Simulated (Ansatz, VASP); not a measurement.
This is a calculation of Os for VASP 6.6.1.

The input POSCAR:

```
Os
1.0
    2.6782863798      0.0000000000      0.0000000000
   -1.3391431899      2.3194640436      0.0000000000
    0.0000000000      0.0000000000      4.2315181138
Os
2
Direct
    0.6666666667      0.3333333333      0.7500000000
    0.3333333333      0.6666666667      0.2500000000
```

INCAR.step1

```
SYSTEM = Os
PREC     = Accurate       ! precision mode
ENCUT    = 520            ! plane-wave cutoff, eV
EDIFF    = 1E-5           ! SCF threshold, eV
ISMEAR   = -1             ! smearing method
SIGMA    = 0.05           ! smearing width, eV
LREAL    = .FALSE.        ! projectors in reciprocal space
LASPH    = .TRUE.         ! aspherical terms in the spheres
NELM     = 100            ! most SCF steps
ALGO     = Normal         ! electronic algorithm
ISIF     = 2              ! what is computed and relaxed
LWAVE    = .TRUE.         ! write WAVECAR
LCHARG   = .FALSE.        ! write CHGCAR
GGA      = PE             ! functional
NBANDS   = 15             ! bands
```

Contents of INCAR.step2:

```
SYSTEM = Os
PREC     = Accurate       ! precision mode
ENCUT    = 520            ! plane-wave cutoff, eV
EDIFF    = 1E-6           ! SCF threshold, eV
ISMEAR   = -1             ! smearing method
SIGMA    = 0.05           ! smearing width, eV
LREAL    = .FALSE.        ! projectors in reciprocal space
LASPH    = .TRUE.         ! aspherical terms in the spheres
NELM     = 100            ! most SCF steps
ALGO     = Normal         ! electronic algorithm
ISIF     = 2              ! what is computed and relaxed
LWAVE    = .FALSE.        ! write WAVECAR
LCHARG   = .FALSE.        ! write CHGCAR
GGA      = PE             ! functional
LHFCALC  = .TRUE.         ! exact exchange
HFSCREEN = 0.2079         ! screening, 1/A
PRECFOCK = Normal       
ISTART   = 1            
NBANDS   = 15             ! bands
```

KPOINTS

```
regular mesh
0
G
  6 6 3
  0 0 0
```

Potentials or basis: VASP PAW PBE potentials, release 64 (Os).

The run is started by

```sh
$ cat potpaw_PBE.64/Os/POTCAR > POTCAR
$ cp INCAR.step1 INCAR
$ mpirun -np 1 vasp_std > vasp.out
$ cp INCAR.step2 INCAR
$ mpirun -np 1 vasp_std > vasp.out
```

Q: Set up the same calculation for Ansatz 0.2.0. Potentials there: Ansatz PAW.

A: As run (the cutoff follows the program's own potentials):

input.yaml

```yaml
crystal:
  lattice:
    - [2.6782863798, 0.0, 0.0]
    - [-1.3391431899, 2.3194640436, 0.0]
    - [0.0, 0.0, 4.2315181138]
  atoms:
    - { symbol: Os, position: [0.6666666667, 0.3333333333, 0.75] }
    - { symbol: Os, position: [0.3333333333, 0.6666666667, 0.25] }
hamiltonian:
  xc: hse06
  pseudopotentials: { kind: paw }
kpoints:
  mp_grid: { grid: [6, 6, 3] }
scf:
  occupations: { method: fermi_dirac, width: 0.05 }
output:
  forces: true
  stress: true
  eigenvalues: true
```

Potentials or basis: Ansatz PAW.

Command:

```console
$ ansatz run input.yaml --threads 2 --pin off --max-ram 5632MiB --backend cpu --events-out ev --progress --plain --runs-dir out
```

Both were run:

|  | VASP | Ansatz | Ansatz less VASP |
| --- | --- | --- | --- |
| gap on the k mesh at the Fermi level (eV) | none | none | - |
| pressure (GPa) | 27.9 | 25.6 | -2.34 |
| traceless stress, the component that is largest in VASP (GPa) | -2.60 | -2.89 | -0.291 |

A gap of «none» marks a metal or a gap that the smearing closes. VASP's potentials hold 16 valence electrons a cell and Ansatz's 32, so a difference there can come from the potentials and not from the codes.

The k mesh is coarse, so the values compare programs but aren't converged. Neither program's run includes spin-orbit coupling.
